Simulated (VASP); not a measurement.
The system is TaN.

```
CELL_PARAMETERS angstrom
5.19600 0.00000 0.00000
-2.59800 4.49987 0.00000
0.00000 0.00000 2.91100
ATOMIC_POSITIONS crystal
Ta 0.33333 0.66667 0.50000
Ta 0.66667 0.33333 0.50000
Ta 0.00000 0.00000 0.00000
N 0.39285 0.00000 0.00000
N 0.60715 0.60715 0.00000
N 0.00000 0.39285 0.00000
```

```yaml
Program: VASP 6.6.1
Task: relaxation of volume and atoms at fixed shape
Functional: LDA
Potentials_or_basis: VASP PAW LDA potentials, release 64 (Ta_pv, N)
Cutoff: 600 eV
k_mesh: 6 × 6 × 8
Occupations: gaussian, width 0.05 eV
Spin: no spin polarisation
```

At the start: pressure -8.4 GPa; volume 11.34 Å³/atom.

Q: How do energy, volume and symmetry change on relaxing?

A: Over 9 steps the energy falls by 7.6 meV/atom and the volume is 11.06 Å³/atom (-2.5 %); space group P-62m (No. 189, to 0.1 Å) before and after.

The path:
```tsv
step	energy change (eV)	largest force (eV/Å)	pressure (GPa)	volume (Å³)
1	0.0000	0.0475	-8.40	68.06
2	0.2508	0.4125	24.96	62.37
3	-0.0454	0.0715	-0.22	66.41
4	-0.0454	0.0743	-0.05	66.37
5	-0.0454	0.0769	0.13	66.34
6	-0.0458	0.0122	0.17	66.32
7	-0.0458	0.0015	0.17	66.31
8	-0.0457	0.0069	-0.37	66.42
9	-0.0458	0.0007	-0.01	66.35
```

Final structure:
```
Ta N
1.0
     5.15196    0.00000    0.00000
    -2.57598    4.46173    0.00000
     0.00000    0.00000    2.88633
Ta N
3 3
Direct
  0.33333 0.66667 0.50000
  0.66667 0.33333 0.50000
  0.00000 0.00000 0.00000
  0.39344 0.00000 0.00000
  0.60656 0.60656 0.00000
  0.00000 0.39344 0.00000
```
